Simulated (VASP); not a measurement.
# BaTiO3 in VASP: a series of runs

BaTiO3 is run at these levels: PBEsol; tasks: single point.

Everything below comes from runs of VASP 6.6.1. Logs are shortened: lines on timing, memory, paths and dates and some standing lists are left out, and cuts for length are marked.

## 1. The cell of the first run

The typed cell holds 5 atoms: a = 3.985 Å, b = 3.959 Å, c = 4.079 Å, α = 89.82°, β = 90.00°, γ = 92.45°.

## 2. Single point, PBEsol (equal xy, yz and zx shear strains of -3 %)

INCAR

```
PREC = Accurate ; ENCUT = 520
EDIFF = 1E-6 ; ISMEAR = -1
SIGMA = 0.05 ; LREAL = False
LASPH = True ; NELM = 80
ALGO = Normal ; ISIF = 2
LWAVE = False ; LCHARG = True
GGA = PS ; LELF = True
LVHAR = True ; NBANDS = 28
```

KPOINTS

```
regular mesh
0
Gamma
  8 8 8
```

POSCAR

```
BaTiO3
1.0
    3.9841000000     -0.0597615000     -0.0597615000
   -0.0852427500      2.7943630000      2.8032442500
   -0.0001312500     -2.8797370000      2.8883557500
Ba Ti O
1 1 3
Direct
    0.0000000000      0.0000000000      0.0000000000
    0.5000000000      0.5079000000      0.5079000000
    0.0000000000      0.4921000000      0.4921000000
    0.5000000000      0.5025100000      0.9937100000
    0.5000000000      0.9937100000      0.5025100000
```

Potentials or basis: VASP PAW PBE potentials, release 64 (Ba_sv, Ti_sv, O).

The run is started by

```bash
> cat potpaw_PBE.64/Ba_sv/POTCAR potpaw_PBE.64/Ti_sv/POTCAR potpaw_PBE.64/O/POTCAR > POTCAR
> mpirun -np 1 vasp_std > vasp.out
```

OUTCAR:

```text
PREC = Accurate
   ENCUT = 520
   EDIFF = 1E-6
   ISMEAR = -1
   LREAL = False
   LASPH = True
   NELM = 80
   ISIF = 2
   GGA = PS

 ion  position               nearest neighbor table
   1  0.000  0.000  0.000-   4 2.74   4 2.75   3 2.80   3 2.84   3 2.84   5 2.84   5 2.84   5 2.86
                             5 2.86   4 2.86   4 2.88   3 2.89   2 3.39   2 3.42   2 3.42   2 3.46
   2  0.500  0.508  0.508-   5 1.92   4 1.98   3 1.99   3 2.00   5 2.04   4 2.10   1 3.39   1 3.42
                             1 3.42   1 3.46   1 3.49   1 3.52   1 3.52   1 3.56
   3  0.000  0.492  0.492-   2 1.99   2 2.00   1 2.80   1 2.84   1 2.84   1 2.89
   4  0.500  0.503  0.994-   2 1.98   2 2.10   1 2.74   1 2.75   1 2.86   1 2.88
   5  0.500  0.994  0.503-   2 1.92   2 2.04   1 2.84   1 2.84   1 2.86   1 2.86

  LATTYP: Found a triclinic cell.
 ALAT       =     3.9590288238
 B/A-ratio  =     1.0065590576
 C/A-ratio  =     1.0302178223
 COS(alpha) =     0.0000638623
 COS(beta)  =     0.0030807982
 COS(gamma) =     0.0427298733

  Lattice vectors:

 A1 = (  -0.0852427500,   2.7943630000,   2.8032442500)
 A2 = (  -3.9841000000,   0.0597615000,   0.0597615000)
 A3 = (  -0.0001312500,  -2.8797370000,   2.8883557500)

Analysis of symmetry for initial positions (statically):
=====================================================================
 Subroutine PRICEL returns:
 Original cell was already a primitive cell.

 Routine SETGRP: Setting up the symmetry group for a
 triclinic supercell.

 Subroutine GETGRP returns: Found  1 space group operations
 (whereof  1 operations were pure point group operations)
 out of a pool of  2 trial point group operations.

The static configuration has the point symmetry C_1 .

Analysis of symmetry for dynamics (positions and initial velocities):
=====================================================================
 Subroutine PRICEL returns:
 Original cell was already a primitive cell.

 Routine SETGRP: Setting up the symmetry group for a
 triclinic supercell.

 Subroutine GETGRP returns: Found  1 space group operations
 (whereof  1 operations were pure point group operations)
 out of a pool of  2 trial point group operations.

The dynamic configuration has the point symmetry C_1 .

 Subroutine INISYM returns: Found  1 space group operations
 (whereof  1 operations are pure point group operations),
 and found     1 'primitive' translations

[... 94 lines left out ...]
   ISPIN  =      1    spin polarized calculation?
   LNONCOLLINEAR =      F non collinear calculations
   LSORBIT =      F    spin-orbit coupling
   LASPH  =      T    aspherical Exc in radial PAW
   ENCUT  =  520.0 eV  38.22 Ry    6.18 a.u.   7.41  7.36  7.58*2*pi/ulx,y,z
   NELM   =     80;   NELMIN=  2; NELMDL= -5     # of ELM steps
   EDIFF  = 0.1E-05   stopping-criterion for ELM
   LREAL  =      F    real-space projection
   EDIFFG = 0.1E-04   stopping-criterion for IOM
   NSW    =      0    number of steps for IOM
   IBRION =     -1    ionic relax: 0-MD 1-quasi-New 2-CG
   NFREE  =      0    steps in history (QN), initial steepest desc. (CG)
   ISIF   =      2    stress and relaxation
   ISYM   =      2    0-nonsym 1-usesym 2-fastsym
   POTIM  = 0.5000    time-step for ionic-motion
   TEBEG  =    0.0;   TEEND  =   0.0 temperature during run
   PSTRESS=    0.0 pullay stress
   NELECT =      40.0000    total number of electrons
   NUPDOWN=      -1.0000    fix difference up-down
   EMIN   =  10.00;   EMAX   =-10.00  energy-range for DOS
   EFERMI =   0.00;   METHOD = LEGACY
   ISMEAR =    -1;   SIGMA  =   0.05  broadening in eV -4-tet -1-fermi 0-gaus
   EFERMI_NEDOS =   21; number of points for ismear=-14 and -15
   IALGO  =     38    algorithm
   IMIX   =      4    mixing-type and parameters
     AMIX     =   0.40;   BMIX     =  1.00
     AMIX_MAG =   1.60;   BMIX_MAG =  1.00
  volume/ion in A,a.u.               =      12.86        86.77
  Fermi-wavevector in a.u.,A,eV,Ry     =   1.397600  2.641082 26.576082  1.953287
  Thomas-Fermi vector in A             =   2.520841
   LORBIT       =      0    0 simple, 1 ext, 2 COOP (PROOUT), +10 PAW based schemes
   GGA     = PS    functional components
   LHFCALC =     F    Hartree Fock is set to
   AEXX    =    0.0000 exact exchange contribution
   IVDW    =     0    specifies the selected vdW correction
   LEPSILON=     F    determine dielectric tensor
   LRPA    =     F    only Hartree local field effects (RPA)
 non-spin polarized calculation
  energy-cutoff  :      520.00
  volume of cell :       64.29
 maximum number of plane-waves:      1749
 NGX is ok and might be reduce to    30
   NGX = 15   NGY = 15   NGZ = 15

 number of electron      39.9999994 magnetization

 Free energy of the ion-electron system (eV)
  ---------------------------------------------------
  ext. energy  EPLUGINS =         0.00000000
  ---------------------------------------------------
  free energy    TOTEN  =       -41.91475908 eV

  energy without entropy =      -41.91475908  energy(sigma->0) =      -41.91475908

 E-fermi :   4.5742     XC(G=0): -11.5004

 val. band max:        3.7329948474   @ k =   0.5000   0.5000   0.5000
 cond. band min:       5.3540393377   @ k =   0.0000   0.0000   0.0000
 fundamental gap:      1.6210444903
 Fermi energy:         4.5741838721

 k-point     1 :       0.0000    0.0000    0.0000
  band No.  band energies     occupation
      1     -52.6733      2.00000
      2     -29.0219      2.00000
      3     -28.9975      2.00000
      4     -28.9860      2.00000
      5     -21.0997      2.00000
      6     -13.1570      2.00000
[... 733 lines left out ...]
     27      11.8808      0.00000
     28      12.4357      0.00000

 [... further k-points ...]
[... 5 lines left out ...]
  --------------------------------------------------------------------------------------
  -------------------------------------------------------------------------------------
  Total       -0.6138411     -0.8380317     -1.1203895      1.5116245      1.1582175      1.5118830
  in kB      -15.2978762    -20.8850550    -27.9218508     37.6720368     28.8645847     37.6784789
  external PRESSURE =     -21.3682607 kB  Pullay stress =       0.0000000 kB

 VOLUME and BASIS-vectors are now :
 -----------------------------------------------------------------------------
  energy-cutoff  :      520.00
  volume of cell :       64.29
      direct lattice vectors                 reciprocal lattice vectors
     3.984100000 -0.059761500 -0.059761500     0.251112437  0.003824047  0.003824047
    -0.085242750  2.794363000  2.803244250     0.005361895  0.178996776  0.178462899
    -0.000131250 -2.879737000  2.888355750    -0.000008256 -0.173643136  0.173092748

 POSITION                                       TOTAL-FORCE (eV/Angst)
 -----------------------------------------------------------------------------------
      0.00000      0.00000      0.00000         0.021107     -0.003524      0.089698
      1.94869     -0.07324      2.86088        -0.039383     -0.099723      0.197140
     -0.04201     -0.04201      2.80084        -0.004417     -0.009118      0.098697
      1.94908     -1.48731      4.24897         0.004757      0.075631     -0.246378
      1.90728      1.29981      4.20716         0.017935      0.036733     -0.139156
 -----------------------------------------------------------------------------------
    total drift:                               -0.000040      0.000284     -0.000049

  FREE ENERGIE OF THE ION-ELECTRON SYSTEM (eV)
  ---------------------------------------------------
  free  energy   TOTEN  =       -41.9147590805 eV

  energy  without entropy=      -41.9147590777  energy(sigma->0) =      -41.91475908
```

It took 7.4 min on 1 thread of Intel Xeon 6975P-C, shared host; peak memory 0.52 GiB.

Results:

```yaml
Free_energy: -41.9148 eV
Pressure: -2.1 GPa
Largest_force: 0.258 eV/Å
Band_gap_on_the_k_mesh: 1.62 eV, indirect (least direct gap 1.75 eV)
```

Forces on the atoms (eV/Å):
```
Ba   0.021 -0.004  0.090
Ti  -0.039 -0.100  0.197
O   -0.004 -0.009  0.099
O    0.005  0.076 -0.246
O    0.018  0.037 -0.139
```

Levels at points of the mesh, in eV from the valence-band top:
| k point | band 16 | band 17 | band 18 | band 19 | band 20 | band 21 | band 22 | band 23 | band 24 | band 25 |
| --- | --- | --- | --- | --- | --- | --- | --- | --- | --- | --- |
| (0.00, 0.00, 0.00) | -1.23 | -1.05 | -0.38 | -0.28 | -0.12 | 1.62 | 1.74 | 1.81 | 3.82 | 4.02 |
| (0.50, 0.00, 0.00) | -2.06 | -1.92 | -1.88 | -0.86 | -0.81 | 1.87 | 3.46 | 3.49 | 3.88 | 5.87 |
| (0.00, 0.50, 0.00) | -2.06 | -2.02 | -1.91 | -0.86 | -0.80 | 1.88 | 3.55 | 3.56 | 3.86 | 5.96 |
| (0.50, 0.50, 0.00) | -2.83 | -1.80 | -0.89 | -0.72 | -0.08 | 3.46 | 3.58 | 3.94 | 4.54 | 7.75 |
| (0.00, 0.00, 0.50) | -2.03 | -1.82 | -1.60 | -0.98 | -0.59 | 1.90 | 3.28 | 3.34 | 4.02 | 5.81 |
| (0.50, 0.00, 0.50) | -2.69 | -1.80 | -1.06 | -1.06 | -0.20 | 3.31 | 3.48 | 3.79 | 4.84 | 7.45 |
| (0.00, 0.50, 0.50) | -2.72 | -1.78 | -0.99 | -0.96 | -0.20 | 3.32 | 3.56 | 3.85 | 4.79 | 7.53 |
| (0.50, 0.50, 0.50) | -2.54 | -2.27 | -0.11 | -0.07 | 0.00 | 4.03 | 4.13 | 4.19 | 6.34 | 6.62 |

Caveat: the cell differs from its parent crystal (equal xy, yz and zx shear strains of -3 %); the PAW data sets were made with another functional, which shifts forces and pressure a little; spin-orbit coupling is left out, which moves the levels of the heavy elements. A k mesh can miss the band edges.

## 3. Single point, PBEsol (equal xy, yz and zx shear strains of +3 %)

INCAR

```
PREC     = Accurate       # precision mode
ENCUT    = 520            # plane-wave cutoff, eV
EDIFF    = 1E-6           # SCF threshold, eV
ISMEAR   = -1             # smearing method
SIGMA    = 0.05           # smearing width, eV
LREAL    = F              # projectors in reciprocal space
LASPH    = T              # aspherical terms in the spheres
NELM     = 80             # most SCF steps
ALGO     = Normal         # electronic algorithm
ISIF     = 2              # what is computed and relaxed
LWAVE    = F              # write WAVECAR
LCHARG   = F              # write CHGCAR
GGA      = PS             # functional
NBANDS   = 28             # bands
```

KPOINTS

```
Automatic mesh
0
Gamma
  8 8 8
```

POSCAR: that of step 2 with these lines changed.

```diff
@@ -2,5 +2,5 @@
 1.0
-    3.9841000000     -0.0597615000     -0.0597615000
-   -0.0852427500      2.7943630000      2.8032442500
-   -0.0001312500     -2.8797370000      2.8883557500
+    3.9841000000      0.0597615000      0.0597615000
+    0.0852427500      2.8797370000      2.8883557500
+    0.0001312500     -2.7943630000      2.8032442500
 Ba Ti O
```

Potentials or basis: VASP PAW PBE potentials, release 64 (Ba_sv, Ti_sv, O).

The run is started by

```bash
> cat potpaw_PBE.64/Ba_sv/POTCAR potpaw_PBE.64/Ti_sv/POTCAR potpaw_PBE.64/O/POTCAR > POTCAR
> mpirun -np 1 vasp_std > vasp.out
```

Wall time 3.6 min (1 thread of Intel Xeon 6975P-C (Granite Rapids), shared host); peak memory 0.52 GiB.

The run converged. Its results:

```yaml
Free_energy: -41.9177 eV
Pressure: -2.2 GPa
Largest_force: 0.260 eV/Å
Band_gap_on_the_k_mesh: 1.65 eV, indirect (least direct gap 1.79 eV)
```

Forces in eV/Å, atoms in the order of the input:
```
Ba  -0.023  0.003  0.090
Ti   0.047  0.111  0.196
O    0.004  0.007  0.099
O   -0.007 -0.042 -0.138
O   -0.021 -0.079 -0.247
```

Stress tensor (GPa, compression positive):
```
-1.59 -3.62 -3.62
-3.62 -2.11 -2.75
-3.62 -2.75 -2.81
```

Levels at points of the mesh, in eV from the valence-band top:
| k point | band 18 | band 19 | band 20 | band 21 | band 22 | band 23 |
| --- | --- | --- | --- | --- | --- | --- |
| (0.00, 0.00, 0.00) | -0.39 | -0.23 | -0.14 | 1.65 | 1.71 | 1.84 |
| (0.50, 0.00, 0.00) | -1.87 | -0.85 | -0.80 | 1.88 | 3.46 | 3.50 |
| (0.00, 0.50, 0.00) | -1.68 | -0.80 | -0.78 | 1.91 | 3.31 | 3.32 |
| (0.50, 0.50, 0.00) | -1.12 | -0.98 | -0.17 | 3.31 | 3.51 | 3.79 |
| (0.00, 0.00, 0.50) | -1.87 | -1.01 | -0.62 | 1.89 | 3.54 | 3.60 |
| (0.50, 0.00, 0.50) | -0.80 | -0.80 | -0.10 | 3.48 | 3.57 | 3.96 |
| (0.00, 0.50, 0.50) | -0.98 | -0.96 | -0.19 | 3.31 | 3.58 | 3.86 |
| (0.50, 0.50, 0.50) | -0.10 | -0.06 | 0.00 | 4.05 | 4.10 | 4.22 |

Caveat: the cell differs from its parent crystal (equal xy, yz and zx shear strains of +3 %); the PAW data sets were made with another functional, which shifts forces and pressure a little; spin-orbit coupling is left out, which moves the levels of the heavy elements.

## 4. Single point, PBEsol (equal xx and yy strain of -3 %)

INCAR

```
SYSTEM = BaTiO3
PREC = Accurate
ENCUT = 520
EDIFF = 1E-7
ISMEAR = -1
SIGMA = 0.05
LREAL = .FALSE.
LASPH = .TRUE.
NELM = 100
ALGO = Normal
ISIF = 2
LWAVE = .FALSE.
LCHARG = .FALSE.
GGA = PS
NBANDS = 28
```

KPOINTS

```
regular mesh
0
G
  8 8 8
  0 0 0
```

POSCAR: that of step 3 with these lines changed.

```diff
@@ -2,5 +2,5 @@
 1.0
-    3.9841000000      0.0597615000      0.0597615000
-    0.0852427500      2.8797370000      2.8883557500
-    0.0001312500     -2.7943630000      2.8032442500
+    3.8645770000      0.0000000000      0.0000000000
+    0.0000000000      2.7519385000      2.8458000000
+    0.0000000000     -2.7519385000      2.8458000000
 Ba Ti O
```

The run is started by

```bash
> cat potpaw_PBE.64/Ba_sv/POTCAR potpaw_PBE.64/Ti_sv/POTCAR potpaw_PBE.64/O/POTCAR > POTCAR
> mpirun -np 1 vasp_std > vasp.out
```

It took 6.5 min on 1 thread of AMD EPYC 7R43 (Zen 3), shared host; peak memory 0.26 GiB.

The run converged. Its results:

- Free energy: -41.8613 eV
- Pressure: 9.3 GPa
- Largest force: 0.165 eV/Å
- Band gap on the k mesh: 1.76 eV, indirect (least direct gap 1.83 eV)

Forces in eV/Å, atoms in the order of the input:
```
Ba   0.000  0.000  0.109
Ti   0.000  0.000  0.070
O    0.000  0.000  0.028
O    0.000 -0.129 -0.104
O    0.000  0.129 -0.104
```

Stress tensor (GPa, compression positive):
```
12.74  0.00  0.00
 0.00 12.10  0.00
 0.00  0.00  3.06
```

Levels at points of the mesh, in eV from the valence-band top:
```
           k point  band 16  band 17  band 18  band 19  band 20  band 21  band 22  band 23  band 24  band 25
(0.00, 0.00, 0.00)    -1.23    -1.22    -0.28    -0.23    -0.07     1.76     1.80     2.01     4.27     4.44
(0.50, 0.00, 0.00)    -2.24    -2.03    -2.03    -0.98    -0.66     2.02     3.90     3.90     4.28     6.52
(0.00, 0.50, 0.00)    -2.15    -1.90    -1.82    -0.82    -0.76     2.06     3.69     3.72     4.42     6.48
(0.50, 0.50, 0.00)    -3.01    -1.76    -0.83    -0.83    -0.13     3.71     3.92     4.25     5.16     8.08
(0.00, 0.50, 0.50)    -2.86    -1.72    -1.09    -0.94    -0.21     3.67     3.78     4.12     5.45     7.96
(0.50, 0.50, 0.50)    -2.41    -2.28    -0.09    -0.06     0.00     4.44     4.53     4.57     6.72     6.78
```

Caveat: the cell differs from its parent crystal (equal xx and yy strain of -3 %); the PAW data sets were made with another functional, which shifts forces and pressure a little; spin-orbit coupling is left out, which moves the levels of the heavy elements.

## 5. Overview

```csv
cell,gap on the mesh (eV),pressure (GPa),largest force (eV/Å)
"a = 3.985, b = 3.959, c = 4.079 Å, angles 89.8, 90.0, 92.4°, 5 atoms",1.62,-2.1,0.26
"a = 3.985, b = 4.080, c = 3.958 Å, angles 89.8, 90.0, 87.6°, 5 atoms",1.65,-2.2,0.26
"a = 3.865, b = 3.959, c = 3.959 Å, angles 88.1, 90.0, 90.0°, 5 atoms",1.76,9.3,0.17
```

Alike in all rows: task single point; level PBEsol; potentials or basis VASP PAW PBE potentials, release 64 (Ba_sv, Ti_sv, O); no spin polarisation; k mesh 8 × 8 × 8; cutoff (eV) 520; smearing fermi-dirac 0.05 eV.

Caveats: the PAW data sets were made with another functional, which shifts forces and pressure a little; spin-orbit coupling is left out, which moves the levels of the heavy elements.

Absolute energies hang on the potentials; compare differences alone.
